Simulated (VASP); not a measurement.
# HfO2 (Fm-3m) in VASP: further runs, part 2 of 3

VASP 6.6.1. Earlier steps stand in the parts before.

## 3. Single point, PBEsol

This run uses another cell than the first one, of 10.69 Å³/atom, 1.036 times its volume.

INCAR

```
SYSTEM = HfO2
PREC = Accurate ; ENCUT = 520
EDIFF = 1E-6 ; ISMEAR = -1
SIGMA = 0.05 ; LREAL = .False.
LASPH = .True. ; NELM = 80
ALGO = Normal ; ISIF = 2
LWAVE = .False. ; LCHARG = .False.
GGA = PS ; NBANDS = 18
```

KPOINTS

```
Automatic mesh
0
Gamma
  9 9 9
  0 0 0
```

POSCAR

```
HfO2
1.0
    0.0000000000      2.5219738280      2.5219738280
    2.5219738280      0.0000000000      2.5219738280
    2.5219738280      2.5219738280      0.0000000000
Hf O
1 2
Direct
    0.0000000000      0.0000000000      0.0000000000
    0.7500000000      0.7500000000      0.7500000000
    0.2500000000      0.2500000000      0.2500000000
```

Potentials or basis: VASP PAW PBE potentials, release 64 (Hf_pv, O).

Run with:

```bash
$ cat potpaw_PBE.64/Hf_pv/POTCAR potpaw_PBE.64/O/POTCAR > POTCAR
$ mpirun -np 1 vasp_std > vasp.out
```

OUTCAR:

```text
SYSTEM = HfO2
   PREC = Accurate
   ENCUT = 520
   EDIFF = 1E-6
   ISMEAR = -1
   LREAL = .False.
   LASPH = .True.
   NELM = 80
   ISIF = 2
   GGA = PS

 ion  position               nearest neighbor table
   1  0.000  0.000  0.000-   2 2.18   2 2.18   2 2.18   2 2.18   3 2.18   3 2.18   3 2.18   3 2.18

   2  0.750  0.750  0.750-   1 2.18   1 2.18   1 2.18   1 2.18
   3  0.250  0.250  0.250-   1 2.18   1 2.18   1 2.18   1 2.18

  LATTYP: Found a face centered cubic cell.
 ALAT       =     5.0439476560

  Lattice vectors:

 A1 = (   0.0000000000,   2.5219738280,   2.5219738280)
 A2 = (   2.5219738280,   0.0000000000,   2.5219738280)
 A3 = (   2.5219738280,   2.5219738280,   0.0000000000)

Analysis of symmetry for initial positions (statically):
=====================================================================
 Subroutine PRICEL returns:
 Original cell was already a primitive cell.

 Routine SETGRP: Setting up the symmetry group for a
 face centered cubic supercell.

 Subroutine GETGRP returns: Found 48 space group operations
[... 9 lines left out ...]

 Routine SETGRP: Setting up the symmetry group for a
 face centered cubic supercell.

 Subroutine GETGRP returns: Found 48 space group operations
[... 11 lines left out ...]
                                     Primitive cell

  volume of cell :      32.0813

  direct lattice vectors                    reciprocal lattice vectors
     0.000000000  2.521973828  2.521973828    -0.198257410  0.198257410  0.198257410
     2.521973828  0.000000000  2.521973828     0.198257410 -0.198257410  0.198257410
     2.521973828  2.521973828  0.000000000     0.198257410  0.198257410 -0.198257410

  length of vectors
     3.566609592  3.566609592  3.566609592     0.343391908  0.343391908  0.343391908

  position of ions in fractional coordinates (direct lattice)
     0.000000000  0.000000000  0.000000000
     0.750000000  0.750000000  0.750000000
     0.250000000  0.250000000  0.250000000

  ion indices of the primitive-cell ions
   primitive index   ion index
                 1           1
                 2           2
                 3           3

----------------------------------------------------------------------------------------

 KPOINTS: Automatic mesh

Automatic generation of k-mesh.
 Grid dimensions read from file:
 generate k-points for:    9    9    9

 Generating k-lattice:

  Cartesian coordinates                     Fractional coordinates (reciprocal lattice)
    -0.022028601  0.022028601  0.022028601     0.111111111  0.000000000  0.000000000
     0.022028601 -0.022028601  0.022028601     0.000000000  0.111111111  0.000000000
     0.022028601  0.022028601 -0.022028601     0.000000000  0.000000000  0.111111111

  Length of vectors
     0.038154656  0.038154656  0.038154656

  Shift w.r.t. Gamma in fractional coordinates (k-lattice)
     0.000000000  0.000000000  0.000000000

 Subroutine IBZKPT returns following result:
 ===========================================

 Found     35 irreducible k-points:

 Following reciprocal coordinates:
            Coordinates               Weight
  0.000000  0.000000  0.000000      1.000000
  0.111111  0.000000  0.000000      8.000000
  0.222222  0.000000  0.000000      8.000000
  0.333333  0.000000  0.000000      8.000000
  0.444444  0.000000  0.000000      8.000000
  0.111111  0.111111  0.000000      6.000000
[... 16 lines left out ...]
 -0.333333  0.333333  0.000000     12.000000
  0.444444  0.444444  0.000000      6.000000
 [... further k-points ...]
   k-points           NKPTS =     35   k-points in BZ     NKDIM =     35   number of bands    NBANDS=     18
   number of dos      NEDOS =    301   number of ions     NIONS =      3
   total plane-waves  NPLWV =  21952
   dimension x,y,z NGX =    28 NGY =   28 NGZ =   28
   dimension x,y,z NGXF=    56 NGYF=   56 NGZF=   56
   ions per type =               1   2
   NGX,Y,Z   is equivalent  to a cutoff of  13.05, 13.05, 13.05 a.u.
   NGXF,Y,Z  is equivalent  to a cutoff of  26.10, 26.10, 26.10 a.u.
 SYSTEM =  HfO2
   PREC   = accura    normal or accurate (medium, high low for compatibility)
   ISTART =      0    job   : 0-new  1-cont  2-samecut
   ICHARG =      2    charge: 1-file 2-atom 10-const
   ISPIN  =      1    spin polarized calculation?
   LNONCOLLINEAR =      F non collinear calculations
   LSORBIT =      F    spin-orbit coupling
   LASPH  =      T    aspherical Exc in radial PAW
   ENCUT  =  520.0 eV  38.22 Ry    6.18 a.u.   6.63  6.63  6.63*2*pi/ulx,y,z
   NELM   =     80;   NELMIN=  2; NELMDL= -5     # of ELM steps
   EDIFF  = 0.1E-05   stopping-criterion for ELM
   LREAL  =      F    real-space projection
   EDIFFG = 0.1E-04   stopping-criterion for IOM
   NSW    =      0    number of steps for IOM
   IBRION =     -1    ionic relax: 0-MD 1-quasi-New 2-CG
   NFREE  =      0    steps in history (QN), initial steepest desc. (CG)
   ISIF   =      2    stress and relaxation
   ISYM   =      2    0-nonsym 1-usesym 2-fastsym
   POTIM  = 0.5000    time-step for ionic-motion
   TEBEG  =    0.0;   TEEND  =   0.0 temperature during run
   PSTRESS=    0.0 pullay stress
   NELECT =      22.0000    total number of electrons
   NUPDOWN=      -1.0000    fix difference up-down
   EMIN   =  10.00;   EMAX   =-10.00  energy-range for DOS
   EFERMI =   0.00;   METHOD = LEGACY
   ISMEAR =    -1;   SIGMA  =   0.05  broadening in eV -4-tet -1-fermi 0-gaus
   EFERMI_NEDOS =   21; number of points for ismear=-14 and -15
   IALGO  =     38    algorithm
   IMIX   =      4    mixing-type and parameters
     AMIX     =   0.40;   BMIX     =  1.00
     AMIX_MAG =   1.60;   BMIX_MAG =  1.00
  volume/ion in A,a.u.               =      10.69        72.17
  Fermi-wavevector in a.u.,A,eV,Ry     =   1.443661  2.728123 28.356669  2.084156
  Thomas-Fermi vector in A             =   2.562043
   LORBIT       =      0    0 simple, 1 ext, 2 COOP (PROOUT), +10 PAW based schemes
   GGA     = PS    functional components
   LHFCALC =     F    Hartree Fock is set to
   AEXX    =    0.0000 exact exchange contribution
   IVDW    =     0    specifies the selected vdW correction
   LEPSILON=     F    determine dielectric tensor
   LRPA    =     F    only Hartree local field effects (RPA)
 non-spin polarized calculation
  energy-cutoff  :      520.00
  volume of cell :       32.08
 maximum number of plane-waves:       889
   NGX = 13   NGY = 13   NGZ = 13

 number of electron      21.9999993 magnetization

 Free energy of the ion-electron system (eV)
  ---------------------------------------------------
  ext. energy  EPLUGINS =         0.00000000
  ---------------------------------------------------
  free energy    TOTEN  =       -31.63235584 eV

  energy without entropy =      -31.63235584  energy(sigma->0) =      -31.63235584

 E-fermi :   5.2631     XC(G=0): -12.1875

 val. band max:        4.2112170162   @ k =  -0.4444   0.4444   0.0000
 cond. band min:       8.0387552877   @ k =   0.4444   0.4444   0.0000
 fundamental gap:      3.8275382715
 Fermi energy:         5.2630988451

 k-point     1 :       0.0000    0.0000    0.0000
  band No.  band energies     occupation
      1     -25.2914      2.00000
      2     -25.2914      2.00000
      3     -25.2914      2.00000
      4     -14.5211      2.00000
      5     -11.3427      2.00000
      6      -1.2327      2.00000
[... 10 lines left out ...]
     17      14.8790      0.00000
     18      18.0026      0.00000

 k-point     2 :       0.1111    0.0000    0.0000
  band No.  band energies     occupation
      1     -25.3510      2.00000
      2     -25.2978      2.00000
      3     -25.2978      2.00000
      4     -14.3452      2.00000
      5     -11.4886      2.00000
      6      -1.1095      2.00000
[... 10 lines left out ...]
     17      14.6493      0.00000
     18      17.8156      0.00000

 k-point     3 :       0.2222    0.0000    0.0000
  band No.  band energies     occupation
      1     -25.4965      2.00000
      2     -25.3140      2.00000
      3     -25.3140      2.00000
      4     -13.9056      2.00000
      5     -11.8058      2.00000
      6      -0.7915      2.00000
[... 412 lines left out ...]
 k-point    23 :      -0.3333    0.3333    0.0000
  band No.  band energies     occupation
      1     -25.6277      2.00000
      2     -25.5965      2.00000
      3     -25.3830      2.00000
      4     -12.6600      2.00000
      5     -12.3527      2.00000
      6      -1.3017      2.00000
[... 10 lines left out ...]
     17      16.1905      0.00000
     18      17.6915      0.00000

 k-point    24 :       0.4444    0.4444    0.0000
  band No.  band energies     occupation
      1     -25.7780      2.00000
      2     -25.4222      2.00000
      3     -25.4222      2.00000
      4     -12.6674      2.00000
      5     -12.3051      2.00000
      6      -2.2616      2.00000
[... 10 lines left out ...]
     17      16.2887      0.00000
     18      17.8349      0.00000

 [... further k-points ...]
[... 5 lines left out ...]
  --------------------------------------------------------------------------------------
  -------------------------------------------------------------------------------------
  Total       -0.7485035     -0.7485035     -0.7485035      0.0000000     -0.0000000      0.0000000
  in kB      -37.3811549    -37.3811549    -37.3811549      0.0000000     -0.0000000      0.0000000
  external PRESSURE =     -37.3811549 kB  Pullay stress =       0.0000000 kB

 VOLUME and BASIS-vectors are now :
 -----------------------------------------------------------------------------
  energy-cutoff  :      520.00
  volume of cell :       32.08
      direct lattice vectors                 reciprocal lattice vectors
     0.000000000  2.521973828  2.521973828    -0.198257410  0.198257410  0.198257410
     2.521973828  0.000000000  2.521973828     0.198257410 -0.198257410  0.198257410
     2.521973828  2.521973828  0.000000000     0.198257410  0.198257410 -0.198257410

 POSITION                                       TOTAL-FORCE (eV/Angst)
 -----------------------------------------------------------------------------------
      0.00000      0.00000      0.00000         0.000000      0.000000      0.000000
      3.78296      3.78296      3.78296        -0.000000     -0.000000     -0.000000
      1.26099      1.26099      1.26099         0.000000      0.000000      0.000000
 -----------------------------------------------------------------------------------
    total drift:                                0.000000      0.000000      0.000000

  FREE ENERGIE OF THE ION-ELECTRON SYSTEM (eV)
  ---------------------------------------------------
  free  energy   TOTEN  =       -31.6323558398 eV

  energy  without entropy=      -31.6323558397  energy(sigma->0) =      -31.63235584
```

OSZICAR:

```text
N       E                     dE             d eps       ncg     rms          rms(c)
DAV:   1     0.936833184241E+02    0.93683E+02   -0.12619E+04  1260   0.121E+03
DAV:   2    -0.325597372416E+02   -0.12624E+03   -0.12264E+03  1656   0.291E+02
DAV:   3    -0.368383319543E+02   -0.42786E+01   -0.42615E+01  1442   0.473E+01
DAV:   4    -0.368649246593E+02   -0.26593E-01   -0.26576E-01  1566   0.414E+00
DAV:   5    -0.368650641766E+02   -0.13952E-03   -0.13951E-03  1440   0.284E-01    0.507E+01
DAV:   6    -0.318036896295E+02    0.50614E+01   -0.17947E+01  1292   0.305E+01    0.430E+01
DAV:   7    -0.316808066398E+02    0.12288E+00   -0.62968E-01  1436   0.662E+00    0.289E+01
DAV:   8    -0.316506014489E+02    0.30205E-01   -0.24471E-01  1392   0.447E+00    0.830E+00
DAV:   9    -0.316325023933E+02    0.18099E-01   -0.55308E-02  1352   0.197E+00    0.277E+00
DAV:  10    -0.316323386629E+02    0.16373E-03   -0.28071E-03  1416   0.402E-01    0.193E-01
DAV:  11    -0.316323528710E+02   -0.14208E-04   -0.13166E-04  1436   0.999E-02    0.161E-01
DAV:  12    -0.316323554649E+02   -0.25939E-05   -0.14818E-05  1412   0.274E-02    0.748E-03
DAV:  13    -0.316323558398E+02   -0.37489E-06   -0.58389E-07  1116   0.610E-03
   1 F= -.31632356E+02 E0= -.31632356E+02  d E =-.289518E-10
```

Run time: 10 s. Hardware: 1 thread of Intel Xeon 6975P-C (Granite Rapids), shared host; peak memory 0.16 GiB.

Results:

```yaml
Free_energy: -31.6324 eV
Pressure: -3.7 GPa
Band_gap_on_the_k_mesh: 3.83 eV, indirect (least direct gap 3.95 eV)
```

Caveat: the PAW data sets were made with another functional, which shifts forces and pressure a little; spin-orbit coupling is left out, which moves the levels of the heavy elements. A k mesh can miss the band edges.

## 4. Single point, PBEsol

This run uses another cell than the first one, of 10.50 Å³/atom, 1.017 times its volume.

INCAR

```
SYSTEM = HfO2
PREC     = Accurate       ! precision mode
ENCUT    = 520            ! plane-wave cutoff, eV
EDIFF    = 1E-6           ! SCF threshold, eV
ISMEAR   = -1             ! smearing method
SIGMA    = 0.05           ! smearing width, eV
LREAL    = .FALSE.        ! projectors in reciprocal space
LASPH    = .TRUE.         ! aspherical terms in the spheres
NELM     = 60             ! most SCF steps
ALGO     = Normal         ! electronic algorithm
ISIF     = 2              ! what is computed and relaxed
LWAVE    = .FALSE.        ! write WAVECAR
LCHARG   = .TRUE.         ! write CHGCAR
GGA      = PS             ! functional
LELF     = .TRUE.         ! ELF
LVHAR    = .TRUE.       
NBANDS   = 18             ! bands
```

KPOINTS

```
Automatic mesh
0
G
  9 9 9
  0 0 0
```

POSCAR

```
HfO2
1.0
    0.0000000000      2.5067857565      2.5067857565
    2.5067857565      0.0000000000      2.5067857565
    2.5067857565      2.5067857565      0.0000000000
Hf O
1 2
Direct
    0.0000000000      0.0000000000      0.0000000000
    0.7500000000      0.7500000000      0.7500000000
    0.2500000000      0.2500000000      0.2500000000
```

Potentials or basis: VASP PAW PBE potentials, release 64 (Hf_pv, O).

Run with:

```bash
$ cat potpaw_PBE.64/Hf_pv/POTCAR potpaw_PBE.64/O/POTCAR > POTCAR
$ mpirun -np 1 vasp_std > vasp.out
```

OUTCAR:

```text
SYSTEM = HfO2
   PREC = Accurate
   ENCUT = 520
   EDIFF = 1E-6
   ISMEAR = -1
   LREAL = .FALSE.
   LASPH = .TRUE.
   NELM = 60
   ISIF = 2
   GGA = PS

 ion  position               nearest neighbor table
   1  0.000  0.000  0.000-   2 2.17   3 2.17   2 2.17   2 2.17   2 2.17   3 2.17   3 2.17   3 2.17

   2  0.750  0.750  0.750-   1 2.17   1 2.17   1 2.17   1 2.17
   3  0.250  0.250  0.250-   1 2.17   1 2.17   1 2.17   1 2.17

  LATTYP: Found a face centered cubic cell.
 ALAT       =     5.0135715130

  Lattice vectors:

 A1 = (   0.0000000000,   2.5067857565,   2.5067857565)
 A2 = (   2.5067857565,   0.0000000000,   2.5067857565)
 A3 = (   2.5067857565,   2.5067857565,   0.0000000000)

Analysis of symmetry for initial positions (statically):
=====================================================================
 Subroutine PRICEL returns:
 Original cell was already a primitive cell.

 Routine SETGRP: Setting up the symmetry group for a
 face centered cubic supercell.

 Subroutine GETGRP returns: Found 48 space group operations
[... 9 lines left out ...]

 Routine SETGRP: Setting up the symmetry group for a
[... 149 lines left out ...]
  ext. energy  EPLUGINS =         0.00000000
  ---------------------------------------------------
  free energy    TOTEN  =       -31.63633285 eV

  energy without entropy =      -31.63633285  energy(sigma->0) =      -31.63633285

 E-fermi :   5.3752     XC(G=0): -12.2852

 val. band max:        4.3684685794   @ k =  -0.4444   0.4444   0.0000
 cond. band min:       8.2459881932   @ k =   0.4444   0.4444   0.0000
 fundamental gap:      3.8775196138
 Fermi energy:         5.3752085389

 k-point     1 :       0.0000    0.0000    0.0000
  band No.  band energies     occupation
      1     -25.0518      2.00000
      2     -25.0518      2.00000
      3     -25.0518      2.00000
      4     -14.4793      2.00000
      5     -11.2066      2.00000
      6      -1.1895      2.00000
[... 481 lines left out ...]
      5     -12.1588      2.00000
      6      -2.2208      2.00000
[... 10 lines left out ...]
     17      16.6384      0.00000
     18      18.1058      0.00000

 [... further k-points ...]
[... 5 lines left out ...]
  --------------------------------------------------------------------------------------
  -------------------------------------------------------------------------------------
  Total        0.2138444      0.2138444      0.2138444      0.0000000      0.0000000      0.0000000
  in kB       10.8749383     10.8749383     10.8749383      0.0000000      0.0000000      0.0000000
  external PRESSURE =      10.8749383 kB  Pullay stress =       0.0000000 kB

 VOLUME and BASIS-vectors are now :
 -----------------------------------------------------------------------------
  energy-cutoff  :      520.00
  volume of cell :       31.51
      direct lattice vectors                 reciprocal lattice vectors
     0.000000000  2.506785756  2.506785756    -0.199458609  0.199458609  0.199458609
     2.506785756  0.000000000  2.506785756     0.199458609 -0.199458609  0.199458609
     2.506785756  2.506785756  0.000000000     0.199458609  0.199458609 -0.199458609

 POSITION                                       TOTAL-FORCE (eV/Angst)
 -----------------------------------------------------------------------------------
      0.00000      0.00000      0.00000        -0.000000      0.000000     -0.000000
      3.76018      3.76018      3.76018         0.000000     -0.000000      0.000000
      1.25339      1.25339      1.25339        -0.000000     -0.000000      0.000000
 -----------------------------------------------------------------------------------
    total drift:                                0.000000      0.000000      0.000000

  FREE ENERGIE OF THE ION-ELECTRON SYSTEM (eV)
  ---------------------------------------------------
  free  energy   TOTEN  =       -31.6363328542 eV

  energy  without entropy=      -31.6363328542  energy(sigma->0) =      -31.63633285
```

stdout:

```text
POSCAR found type information on POSCAR HfO
 POSCAR found :  2 types and       3 ions
 scaLAPACK will be used
 -----------------------------------------------------------------------------
|                                                                             |
|                                                                             |
|     You enforced a specific xc type in the INCAR file but a different       |
|     I HOPE YOU KNOW WHAT YOU ARE DOING!                                     |
|                                                                             |
 -----------------------------------------------------------------------------

 LDA part: xc-table for (Slater+PW92), standard interpolation
 POSCAR, INCAR and KPOINTS ok, starting setup
 FFT: planning ... GRIDC
 FFT: planning ... GRID_SOFT
 FFT: planning ... GRID
 WAVECAR not read
 entering main loop
```

It took 11 s on 1 thread of Intel Xeon 6975P-C (Granite Rapids), shared host; peak memory 0.16 GiB.

Results:

| Property | Result |
| --- | --- |
| Free energy | -31.6363 eV |
| Pressure | 1.1 GPa |
| Band gap on the k mesh | 3.88 eV, indirect (least direct gap 4.00 eV) |

Caveat: the PAW data sets were made with another functional, which shifts forces and pressure a little; spin-orbit coupling is left out, which moves the levels of the heavy elements. PBEsol gaps usually lie below the measured ones, often by a third to a half.

[end of part 2 of 3]
